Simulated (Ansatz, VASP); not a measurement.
# One calculation of HfO2, two programs

The input INCAR:

```
SYSTEM = HfO2
  PREC = Accurate
  ENCUT = 520
  EDIFF = 1E-7
  ISMEAR = -1
  SIGMA = 0.05
  LREAL = .FALSE.
  LASPH = .TRUE.
  NELM = 100
  ALGO = Normal
  ISIF = 2
  LWAVE = .FALSE.
  LCHARG = .FALSE.
  GGA = PE
  IVDW = 13
  NBANDS = 56
```

File KPOINTS:

```
regular mesh
0
G
  5 5 5
  0 0 0
```

Contents of POSCAR:

```
HfO2
1.0
    5.1853498288      0.0000000000      0.0000000000
    0.0000000000      5.2539407204      0.0000000000
   -0.8699625537      0.0000000000      5.2824785238
Hf O
4 8
Direct
    0.2755000000      0.4603000000      0.7080000000
    0.7245000000      0.9603000000      0.7920000000
    0.7245000000      0.5397000000      0.2920000000
    0.2755000000      0.0397000000      0.2080000000
    0.0742000000      0.1684000000      0.8467000000
    0.9258000000      0.6684000000      0.6533000000
    0.9258000000      0.8316000000      0.1533000000
    0.0742000000      0.3316000000      0.3467000000
    0.4487000000      0.7419000000      0.9801000000
    0.5513000000      0.2419000000      0.5199000000
    0.5513000000      0.2581000000      0.0199000000
    0.4487000000      0.7581000000      0.4801000000
```

input.yaml

```yaml
crystal:
  lattice:
    - [5.1853498288, 0.0, 0.0]
    - [0.0, 5.2539407204, 0.0]
    - [-0.8699625537, 0.0, 5.2824785238]
  atoms:
    - { symbol: Hf, position: [0.2755, 0.4603, 0.708] }
    - { symbol: Hf, position: [0.7245, 0.9603, 0.792] }
    - { symbol: Hf, position: [0.7245, 0.5397, 0.292] }
    - { symbol: Hf, position: [0.2755, 0.0397, 0.208] }
    - { symbol: O, position: [0.0742, 0.1684, 0.8467] }
    - { symbol: O, position: [0.9258, 0.6684, 0.6533] }
    - { symbol: O, position: [0.9258, 0.8316, 0.1533] }
    - { symbol: O, position: [0.0742, 0.3316, 0.3467] }
    - { symbol: O, position: [0.4487, 0.7419, 0.9801] }
    - { symbol: O, position: [0.5513, 0.2419, 0.5199] }
    - { symbol: O, position: [0.5513, 0.2581, 0.0199] }
    - { symbol: O, position: [0.4487, 0.7581, 0.4801] }
hamiltonian:
  xc: pbe
  pseudopotentials: { kind: paw }
  dispersion: d4
kpoints:
  mp_grid: { grid: [5, 5, 5] }
scf:
  occupations: { method: fermi_dirac, width: 0.05 }
output:
  forces: true
  stress: true
  eigenvalues: true
  write_density: true
  write_potential: true
  elf: true
  volumetric_format: npy
```

Alike in both runs: task single point; functional PBE; dispersion D4; k mesh 5 × 5 × 5; occupations fermi-dirac, width 0.05 eV; no spin polarisation.

|  | VASP | Ansatz |
| --- | --- | --- |
| version | VASP 6.6.1 | Ansatz 0.2.0 |
| potentials or method | VASP PAW PBE potentials, release 64 (Hf_pv, O) | Ansatz PAW |
| plane-wave cutoff (eV) | 520 | 420 |
| valence electrons in the cell | 88 | 152 |

Ansatz gave:

* gap on the k mesh at the Fermi level (eV): 4.07
* least direct gap on the mesh (eV): 4.14
* pressure (GPa): -6.2
* traceless stress, the component that is largest in VASP (GPa): -0.90
* rms of the force components (eV/Å): 0.136

Which values does VASP return?

gap on the k mesh at the Fermi level (eV): 4.03; least direct gap on the mesh (eV): 4.10; pressure (GPa): -9.2; traceless stress, the component that is largest in VASP (GPa): -0.94; rms of the force components (eV/Å): 0.139.

Atom by atom the forces differ by 0.032 eV/Å (rms over components). VASP's potentials hold 88 valence electrons a cell and Ansatz's 152, so a difference there can come from the potentials and not from the codes.

Spin-orbit coupling is off throughout. Noted on Ansatz's run: odd divisions of the mesh miss points on the zone boundary, where band edges often lie, so the gap on the mesh can be too wide.
